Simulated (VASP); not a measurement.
# Ir4Pt3 (Pm-3m) in VASP: further runs, part 2 of 2

VASP 6.6.1. Earlier steps stand in the parts before.

### Step 5. Single point, PBE

This run uses another cell than the first one, of 19.11 Å³/atom, 0.990 times its volume.

INCAR reads:

```
SYSTEM = Ir4Pt3
PREC     = Accurate       ! precision mode
ENCUT    = 500            ! plane-wave cutoff, eV
EDIFF    = 1E-6           ! SCF threshold, eV
ISMEAR   = 0              ! smearing method
SIGMA    = 0.2            ! smearing width, eV
LREAL    = .FALSE.        ! projectors in reciprocal space
LASPH    = .TRUE.         ! aspherical terms in the spheres
NELM     = 120            ! most SCF steps
ALGO     = Normal         ! electronic algorithm
ISIF     = 2              ! what is computed and relaxed
LWAVE    = .FALSE.        ! write WAVECAR
LCHARG   = .FALSE.        ! write CHGCAR
GGA      = PE             ! functional
NBANDS   = 42             ! bands
GGA_COMPAT= .FALSE.
```

KPOINTS reads:

```
Automatic mesh
0
G
  4 4 4
  0 0 0
```

POSCAR reads:

```
Ir4Pt3
1.0
    5.1146391280      0.0000000000      0.0000000000
    0.0000000000      5.1146391280      0.0000000000
    0.0000000000      0.0000000000      5.1146391280
Ir Pt
4 3
Direct
    0.5000000000      0.5000000000      0.5000000000
    0.5000000000      0.0000000000      0.0000000000
    0.0000000000      0.5000000000      0.0000000000
    0.0000000000      0.0000000000      0.5000000000
    0.5000000000      0.5000000000      0.0000000000
    0.0000000000      0.5000000000      0.5000000000
    0.5000000000      0.0000000000      0.5000000000
```

Potentials or basis: VASP PAW PBE potentials, release 64 (Ir, Pt).

Command:

```sh
cat potpaw_PBE.64/Ir/POTCAR potpaw_PBE.64/Pt/POTCAR > POTCAR
mpirun -np 1 vasp_std > vasp.out
```

OUTCAR:

```text
SYSTEM = Ir4Pt3
   PREC = Accurate
   ENCUT = 500
   EDIFF = 1E-6
   ISMEAR = 0
   LREAL = .FALSE.
   LASPH = .TRUE.
   NELM = 120
   ISIF = 2
   GGA = PE

 ion  position               nearest neighbor table
   1  0.500  0.500  0.500-   5 2.56   6 2.56   7 2.56   5 2.56   7 2.56   6 2.56
   2  0.500  0.000  0.000-   5 2.56   7 2.56   7 2.56   5 2.56
   3  0.000  0.500  0.000-   5 2.56   6 2.56   6 2.56   5 2.56
   4  0.000  0.000  0.500-   6 2.56   7 2.56   6 2.56   7 2.56
   5  0.500  0.500  0.000-   1 2.56   2 2.56   3 2.56   1 2.56   2 2.56   3 2.56
   6  0.000  0.500  0.500-   1 2.56   3 2.56   4 2.56   3 2.56   4 2.56   1 2.56
   7  0.500  0.000  0.500-   1 2.56   2 2.56   4 2.56   2 2.56   1 2.56   4 2.56

  LATTYP: Found a simple cubic cell.
 ALAT       =     5.1146391280

  Lattice vectors:

 A1 = (   5.1146391280,   0.0000000000,   0.0000000000)
 A2 = (   0.0000000000,   5.1146391280,   0.0000000000)
 A3 = (   0.0000000000,   0.0000000000,   5.1146391280)

Analysis of symmetry for initial positions (statically):
=====================================================================
 Subroutine PRICEL returns:
 Original cell was already a primitive cell.

 Routine SETGRP: Setting up the symmetry group for a
 simple cubic supercell.

 Subroutine GETGRP returns: Found 48 space group operations
 (whereof 48 operations were pure point group operations)
 out of a pool of 48 trial point group operations.

The static configuration has the point symmetry O_h .

Analysis of symmetry for dynamics (positions and initial velocities):
=====================================================================
 Subroutine PRICEL returns:
 Original cell was already a primitive cell.

 Routine SETGRP: Setting up the symmetry group for a
 simple cubic supercell.
[... 119 lines left out ...]
     AMIX     =   0.40;   BMIX     =  1.00
     AMIX_MAG =   1.60;   BMIX_MAG =  1.00
  volume/ion in A,a.u.               =      19.11       128.99
  Fermi-wavevector in a.u.,A,eV,Ry     =   1.293524  2.444406 22.765326  1.673204
  Thomas-Fermi vector in A             =   2.425164
   LORBIT       =      0    0 simple, 1 ext, 2 COOP (PROOUT), +10 PAW based schemes
   GGA     = PE    functional components
   LHFCALC =     F    Hartree Fock is set to
   AEXX    =    0.0000 exact exchange contribution
   IVDW    =     0    specifies the selected vdW correction
   LEPSILON=     F    determine dielectric tensor
   LRPA    =     F    only Hartree local field effects (RPA)
 non-spin polarized calculation
 Gauss-broadening in eV      SIGMA  =   0.20
  energy-cutoff  :      500.00
  volume of cell :      133.80
 maximum number of plane-waves:      3448
 NGX is ok and might be reduce to    40

 number of electron      65.9999995 magnetization

 Free energy of the ion-electron system (eV)
  ---------------------------------------------------
  ext. energy  EPLUGINS =         0.00000000
  ---------------------------------------------------
  free energy    TOTEN  =       -44.41777966 eV

  energy without entropy =      -44.08653162  energy(sigma->0) =      -44.25215564

 E-fermi :   6.6994     XC(G=0): -11.9318

 val. band max:        6.6930741586   @ k =   0.5000   0.0000   0.0000
 cond. band min:       6.7146094985   @ k =   0.2500   0.0000   0.0000
 fundamental gap:      0.0215353399
 Fermi energy:         6.6994495992

 k-point     1 :       0.0000    0.0000    0.0000
  band No.  band energies     occupation
      1      -1.9589      2.00000
      2       0.3284      2.00000
      3       0.3284      2.00000
      4       0.4491      2.00000
      5       0.4491      2.00000
      6       0.4491      2.00000
[... 439 lines left out ...]
     41       7.4290      0.00000
     42       7.4290      0.00000

------------------------ aborting loop because EDIFF is reached ----------------------------------------

  FORCE on cell =-STRESS in cart. coord.  units (eV):
  Direction    XX          YY          ZZ          XY          YZ          ZX
  --------------------------------------------------------------------------------------
  -------------------------------------------------------------------------------------
  Total       -0.0979383     -0.0979383     -0.0979383     -0.0000000      0.0000000      0.0000000
  in kB       -1.1727848     -1.1727848     -1.1727848     -0.0000000      0.0000000      0.0000000
  external PRESSURE =      -1.1727848 kB  Pullay stress =       0.0000000 kB

 VOLUME and BASIS-vectors are now :
 -----------------------------------------------------------------------------
  energy-cutoff  :      500.00
  volume of cell :      133.80
      direct lattice vectors                 reciprocal lattice vectors
     5.114639128  0.000000000  0.000000000     0.195517215  0.000000000  0.000000000
     0.000000000  5.114639128  0.000000000     0.000000000  0.195517215  0.000000000
     0.000000000  0.000000000  5.114639128     0.000000000  0.000000000  0.195517215

 POSITION                                       TOTAL-FORCE (eV/Angst)
 -----------------------------------------------------------------------------------
      2.55732      2.55732      2.55732         0.000000      0.000000      0.000000
      2.55732      0.00000      0.00000         0.000000      0.000000      0.000000
      0.00000      2.55732      0.00000         0.000000      0.000000      0.000000
      0.00000      0.00000      2.55732         0.000000      0.000000      0.000000
      2.55732      2.55732      0.00000         0.000000      0.000000      0.000000
      0.00000      2.55732      2.55732         0.000000      0.000000      0.000000
      2.55732      0.00000      2.55732         0.000000      0.000000      0.000000
 -----------------------------------------------------------------------------------
    total drift:                               -0.000000      0.000000     -0.000000

  FREE ENERGIE OF THE ION-ELECTRON SYSTEM (eV)
  ---------------------------------------------------
  free  energy   TOTEN  =       -44.4177796600 eV

  energy  without entropy=      -44.0865316158  energy(sigma->0) =      -44.25215564
```

stdout:

```text
POSCAR found type information on POSCAR IrPt
 POSCAR found :  2 types and       7 ions
 scaLAPACK will be used
 LDA part: xc-table for (Slater+PW92), standard interpolation
 POSCAR, INCAR and KPOINTS ok, starting setup
 FFT: planning ... GRIDC
 FFT: planning ... GRID_SOFT
 FFT: planning ... GRID
 WAVECAR not read
 entering main loop
```

Run time: 45 s. Hardware: 1 thread of Intel Xeon 6975P-C (Granite Rapids), shared host; peak memory 0.25 GiB.

Results:

| Quantity | Value |
| --- | --- |
| Free energy | -44.4178 eV |
| Pressure | -0.1 GPa |
| Band gap on the k mesh | zero (band 33 reaches 7.13 eV, above the bottom of band 34 at 5.70 eV) |

Caveat: spin-orbit coupling is left out, which moves the levels of the heavy elements.

### Step 6. The runs side by side

| cell | k mesh | gap on the mesh (eV) | pressure (GPa) |
| --- | --- | --- | --- |
| a = 5.132 Å, 7 atoms | 3 × 3 × 3 | none | -0.7 |
| a = 5.131 Å, 7 atoms | 3 × 3 × 3 | none | -0.8 |
| a = 5.103 Å, 7 atoms | 4 × 4 × 4 | none | 0.0 |
| a = 5.115 Å, 7 atoms | 4 × 4 × 4 | none | -0.1 |

Some of these runs hold the atoms at other places in the same cell, which the table doesn't show; runs alike in all that it shows share one row.

Alike in all rows: task single point; level PBE; potentials or basis VASP PAW PBE potentials, release 64 (Ir, Pt); no spin polarisation; cutoff (eV) 500; smearing gaussian 0.2 eV.

Caveats: some runs use coarse meshes; spin-orbit coupling is left out, which moves the levels of the heavy elements.

Absolute energies hang on the potentials; compare differences alone.
